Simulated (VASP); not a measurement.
# Be2C (Fm-3m) in VASP: further runs

Runs on Be2C. Level: r2SCAN. Tasks: single point.

All numbers are computed with VASP 6.6.1; they aren't measurements. Logs are shortened: lines on timing, memory, paths and dates and some standing lists are left out, and cuts for length are marked.

**1. The cell of the first run**

The structure is cubic, space group Fm-3m (No. 225). Conventional cell: a = 4.307 Å, b = 4.307 Å, c = 4.307 Å, α = 90.00°, β = 90.00°, γ = 90.00°. Be (site symmetry -43m) has 4 C at 1.87 Å and 6 Be at 2.15 Å within 2.5 Å. Within 2.5 Å of C (site symmetry m-3m) lie 8 Be at 1.87 Å.

**2. Single point, r2SCAN**

The input, POSCAR:

```
Be2C
1.0
    2.1536007296      2.1536007296      0.0000000000
   -2.1536007296      2.1536007296      0.0000000000
    0.0000000000      2.1536007296      2.1536007296
Be C
2 1
Direct
    0.2500000000      0.7500000000      0.5000000000
    0.7500000000      0.2500000000      0.5000000000
    0.0000000000      0.0000000000      0.0000000000
```

The input, INCAR.step1:

```
SYSTEM = Be2C
PREC = Accurate
ENCUT = 660
ISMEAR = 0
SIGMA = 0.01
LREAL = .False.
LASPH = .True.
NELM = 120
NBANDS = 11
GGA = PE
ALGO = Normal
EDIFF = 1E-5
LWAVE = .True.
LCHARG = .False.
GGA_COMPAT = .False.
```

The input, INCAR.step2:

```
SYSTEM = Be2C
PREC = Accurate
ENCUT = 660
EDIFF = 1E-6
ISMEAR = 0
SIGMA = 0.01
LREAL = .False.
LASPH = .True.
NELM = 120
ALGO = Normal
ISIF = 2
LWAVE = .False.
LCHARG = .False.
METAGGA = R2SCAN
LMIXTAU = .True.
NBANDS = 11
ISTART = 1
GGA_COMPAT = .False.
```

The input, KPOINTS:

```
Automatic mesh
0
Gamma
  10 10 10
  0 0 0
```

Potentials or basis: VASP PAW PBE potentials, release 64 (Be, C).

Started as:

```bash
> cat potpaw_PBE.64/Be/POTCAR potpaw_PBE.64/C/POTCAR > POTCAR
> cp INCAR.step1 INCAR
> mpirun -np 1 vasp_std > vasp.out
> cp INCAR.step2 INCAR
> mpirun -np 1 vasp_std > vasp.out
```

OUTCAR:

```text
SYSTEM = Be2C
   PREC = Accurate
   ENCUT = 660
   EDIFF = 1E-6
   ISMEAR = 0
   LREAL = .False.
   LASPH = .True.
   NELM = 120
   ISIF = 2
   METAGGA = R2SCAN
   ISTART = 1

 ion  position               nearest neighbor table
   1  0.250  0.750  0.500-   3 1.87   3 1.87   3 1.87   3 1.87   2 2.15   2 2.15   2 2.15   2 2.15
                             2 2.15   2 2.15
   2  0.750  0.250  0.500-   3 1.87   3 1.87   3 1.87   3 1.87   1 2.15   1 2.15   1 2.15   1 2.15
                             1 2.15   1 2.15
   3  0.000  0.000  0.000-   2 1.87   1 1.87   1 1.87   2 1.87   1 1.87   2 1.87   2 1.87   1 1.87

  LATTYP: Found a face centered cubic cell.
 ALAT       =     4.3072014592

  Lattice vectors:

 A1 = (   0.0000000000,   2.1536007296,   2.1536007296)
 A2 = (   2.1536007296,   0.0000000000,   2.1536007296)
 A3 = (   2.1536007296,   2.1536007296,   0.0000000000)

Analysis of symmetry for initial positions (statically):
=====================================================================
 Subroutine PRICEL returns:
 Original cell was already a primitive cell.

 Routine SETGRP: Setting up the symmetry group for a
 face centered cubic supercell.

 Subroutine GETGRP returns: Found 48 space group operations
 (whereof 48 operations were pure point group operations)
 out of a pool of 48 trial point group operations.

The static configuration has the point symmetry O_h .

Analysis of symmetry for dynamics (positions and initial velocities):
=====================================================================
 Subroutine PRICEL returns:
 Original cell was already a primitive cell.

 Routine SETGRP: Setting up the symmetry group for a
 face centered cubic supercell.

 Subroutine GETGRP returns: Found 48 space group operations
 (whereof 48 operations were pure point group operations)
 out of a pool of 48 trial point group operations.

The dynamic configuration has the point symmetry O_h .

 Subroutine INISYM returns: Found 48 space group operations
 (whereof 48 operations are pure point group operations),
 and found     1 'primitive' translations

----------------------------------------------------------------------------------------

                                     Primitive cell

  volume of cell :      19.9768

  direct lattice vectors                    reciprocal lattice vectors
     2.153600730  2.153600730  0.000000000     0.232169312  0.232169312 -0.232169312
    -2.153600730  2.153600730  0.000000000    -0.232169312  0.232169312 -0.232169312
     0.000000000  2.153600730  2.153600730     0.000000000  0.000000000  0.464338624

  length of vectors
     3.045651360  3.045651360  3.045651360     0.402129045  0.402129045  0.464338624

  position of ions in fractional coordinates (direct lattice)
     0.250000000  0.750000000  0.500000000
     0.750000000  0.250000000  0.500000000
     0.000000000  0.000000000  0.000000000

  ion indices of the primitive-cell ions
   primitive index   ion index
                 1           1
                 2           2
                 3           3

----------------------------------------------------------------------------------------

 KPOINTS: Automatic mesh

Automatic generation of k-mesh.
 Grid dimensions read from file:
 generate k-points for:   10   10   10

 Generating k-lattice:

  Cartesian coordinates                     Fractional coordinates (reciprocal lattice)
     0.023216931  0.023216931 -0.023216931     0.100000000  0.000000000  0.000000000
    -0.023216931  0.023216931 -0.023216931     0.000000000  0.100000000  0.000000000
     0.000000000  0.000000000  0.046433862     0.000000000  0.000000000  0.100000000

  Length of vectors
     0.040212904  0.040212904  0.046433862

  Shift w.r.t. Gamma in fractional coordinates (k-lattice)
     0.000000000  0.000000000  0.000000000

 Subroutine IBZKPT returns following result:
 ===========================================

 Found     47 irreducible k-points:

 Following reciprocal coordinates:
            Coordinates               Weight
  0.000000  0.000000  0.000000      1.000000
  0.100000  0.000000  0.000000      8.000000
  0.200000  0.000000  0.000000      8.000000
  0.300000  0.000000  0.000000      8.000000
  0.400000  0.000000  0.000000      8.000000
  0.500000  0.000000  0.000000      4.000000
[... 16 lines left out ...]
  0.300000  0.300000  0.000000     12.000000
  0.400000  0.300000  0.000000     24.000000
 [... further k-points ...]
   k-points           NKPTS =     47   k-points in BZ     NKDIM =     47   number of bands    NBANDS=     11
   number of dos      NEDOS =    301   number of ions     NIONS =      3
   total plane-waves  NPLWV =  21952
   dimension x,y,z NGX =    28 NGY =   28 NGZ =   28
   dimension x,y,z NGXF=    56 NGYF=   56 NGZF=   56
   ions per type =               2   1
   NGX,Y,Z   is equivalent  to a cutoff of  15.28, 15.28, 15.28 a.u.
   NGXF,Y,Z  is equivalent  to a cutoff of  30.57, 30.57, 30.57 a.u.
 SYSTEM =  Be2C
   PREC   = accura    normal or accurate (medium, high low for compatibility)
   ISTART =      1    job   : 0-new  1-cont  2-samecut
   ICHARG =      0    charge: 1-file 2-atom 10-const
   ISPIN  =      1    spin polarized calculation?
   LNONCOLLINEAR =      F non collinear calculations
   LSORBIT =      F    spin-orbit coupling
   LASPH  =      T    aspherical Exc in radial PAW
   ENCUT  =  660.0 eV  48.51 Ry    6.96 a.u.   6.38  6.38  6.38*2*pi/ulx,y,z
   NELM   =    120;   NELMIN=  2; NELMDL=  0     # of ELM steps
   EDIFF  = 0.1E-05   stopping-criterion for ELM
   LREAL  =      F    real-space projection
   EDIFFG = 0.1E-04   stopping-criterion for IOM
   NSW    =      0    number of steps for IOM
   IBRION =     -1    ionic relax: 0-MD 1-quasi-New 2-CG
   NFREE  =      0    steps in history (QN), initial steepest desc. (CG)
   ISIF   =      2    stress and relaxation
   ISYM   =      2    0-nonsym 1-usesym 2-fastsym
   POTIM  = 0.5000    time-step for ionic-motion
   TEBEG  =    0.0;   TEEND  =   0.0 temperature during run
   PSTRESS=    0.0 pullay stress
   NELECT =       8.0000    total number of electrons
   NUPDOWN=      -1.0000    fix difference up-down
   EMIN   =  10.00;   EMAX   =-10.00  energy-range for DOS
   EFERMI =   0.00;   METHOD = LEGACY
   ISMEAR =     0;   SIGMA  =   0.01  broadening in eV -4-tet -1-fermi 0-gaus
   EFERMI_NEDOS =   21; number of points for ismear=-14 and -15
   IALGO  =     38    algorithm
   IMIX   =      4    mixing-type and parameters
     AMIX     =   0.40;   BMIX     =  1.00
     AMIX_MAG =   1.60;   BMIX_MAG =  1.00
  volume/ion in A,a.u.               =       6.66        44.94
  Fermi-wavevector in a.u.,A,eV,Ry     =   1.206692  2.280317 19.811507  1.456105
  Thomas-Fermi vector in A             =   2.342351
   LORBIT       =      0    0 simple, 1 ext, 2 COOP (PROOUT), +10 PAW based schemes
   METAGGA = R2SCAN    functional components
   LHFCALC =     F    Hartree Fock is set to
   AEXX    =    0.0000 exact exchange contribution
   IVDW    =     0    specifies the selected vdW correction
   LEPSILON=     F    determine dielectric tensor
   LRPA    =     F    only Hartree local field effects (RPA)
 non-spin polarized calculation
 Gauss-broadening in eV      SIGMA  =   0.01
  energy-cutoff  :      660.00
  volume of cell :       19.98
 maximum number of plane-waves:       785
 NGX is ok and might be reduce to    28
   NGX = 13   NGY = 13   NGZ = 13

 number of electron       8.0000000 magnetization

 Free energy of the ion-electron system (eV)
  ---------------------------------------------------
  ext. energy  EPLUGINS =         0.00000000
  ---------------------------------------------------
  free energy    TOTEN  =       -19.47343993 eV

  energy without entropy =      -19.47343993  energy(sigma->0) =      -19.47343993

 E-fermi :   8.0209     XC(G=0): -12.0871

 val. band max:        7.8625317762   @ k =   0.0000   0.0000   0.0000
 cond. band min:       9.3935769806   @ k =   0.5000   0.5000   0.0000
 fundamental gap:      1.5310452044
 Fermi energy:         8.0209143857

 k-point     1 :       0.0000    0.0000    0.0000
  band No.  band energies     occupation
      1      -8.1890      2.00000
      2       7.8625      2.00000
      3       7.8625      2.00000
      4       7.8625      2.00000
      5      12.5104      0.00000
      6      12.5104      0.00000
      7      12.5104      0.00000
      8      15.4399      0.00000
      9      22.3675      0.00000
     10      22.3675      0.00000
     11      22.3675      0.00000

 k-point     2 :       0.1000    0.0000    0.0000
  band No.  band energies     occupation
      1      -8.0196      2.00000
      2       6.4833      2.00000
      3       7.5488      2.00000
      4       7.5488      2.00000
      5      12.9789      0.00000
      6      12.9789      0.00000
      7      13.3846      0.00000
      8      15.8500      0.00000
      9      21.0483      0.00000
     10      21.0483      0.00000
     11      22.7524      0.00000

 k-point     3 :       0.2000    0.0000    0.0000
  band No.  band energies     occupation
      1      -7.5189      2.00000
      2       4.0223      2.00000
      3       6.9364      2.00000
      4       6.9364      2.00000
      5      13.7712      0.00000
      6      13.7712      0.00000
      7      14.3650      0.00000
      8      16.9230      0.00000
      9      19.9970      0.00000
     10      19.9970      0.00000
     11      23.8416      0.00000
[... 267 lines left out ...]
 k-point    23 :       0.3000    0.3000    0.0000
  band No.  band energies     occupation
      1      -4.8036      2.00000
      2       0.2915      2.00000
      3       2.0383      2.00000
      4       4.7867      2.00000
      5      12.8569      0.00000
      6      18.2584      0.00000
      7      18.4659      0.00000
      8      18.7452      0.00000
      9      20.2816      0.00000
     10      21.3323      0.00000
     11      26.9302      0.00000

 k-point    24 :       0.4000    0.3000    0.0000
  band No.  band energies     occupation
      1      -4.3953      2.00000
      2       0.0590      2.00000
      3       1.9443      2.00000
      4       4.0618      2.00000
      5      12.1244      0.00000
      6      18.0393      0.00000
      7      18.7093      0.00000
      8      19.5956      0.00000
      9      21.5002      0.00000
     10      22.0377      0.00000
     11      26.9233      0.00000

 [... further k-points ...]
[... 5 lines left out ...]
  --------------------------------------------------------------------------------------
  -------------------------------------------------------------------------------------
  Total        0.3530673      0.3530673      0.3530673      0.0000000      0.0000000     -0.0000000
  in kB       28.3166906     28.3166906     28.3166906      0.0000000      0.0000000     -0.0000000
  external PRESSURE =      28.3166906 kB  Pullay stress =       0.0000000 kB

 VOLUME and BASIS-vectors are now :
 -----------------------------------------------------------------------------
  energy-cutoff  :      660.00
  volume of cell :       19.98
      direct lattice vectors                 reciprocal lattice vectors
     2.153600730  2.153600730  0.000000000     0.232169312  0.232169312 -0.232169312
    -2.153600730  2.153600730  0.000000000    -0.232169312  0.232169312 -0.232169312
     0.000000000  2.153600730  2.153600730     0.000000000  0.000000000  0.464338624

 POSITION                                       TOTAL-FORCE (eV/Angst)
 -----------------------------------------------------------------------------------
     -1.07680      3.23040      1.07680         0.000000     -0.000000     -0.000000
      1.07680      3.23040      1.07680        -0.000000      0.000000      0.000000
      0.00000      0.00000      0.00000        -0.000000      0.000000      0.000000
 -----------------------------------------------------------------------------------
    total drift:                                0.000000      0.000000     -0.000000

  FREE ENERGIE OF THE ION-ELECTRON SYSTEM (eV)
  ---------------------------------------------------
  free  energy   TOTEN  =       -19.4734399264 eV

  energy  without entropy=      -19.4734399264  energy(sigma->0) =      -19.47343993
```

It took 1.7 min on 1 thread of Intel Xeon 8259CL, shared host; peak memory 0.16 GiB.

Results:

```yaml
Free_energy: -19.4734 eV
Pressure: 2.8 GPa
Band_gap_on_the_k_mesh: 1.53 eV (least direct gap 4.65 eV)
```

Caveat: the PAW data sets were made with another functional, which shifts forces and pressure a little.

[end of part 1 of 2]
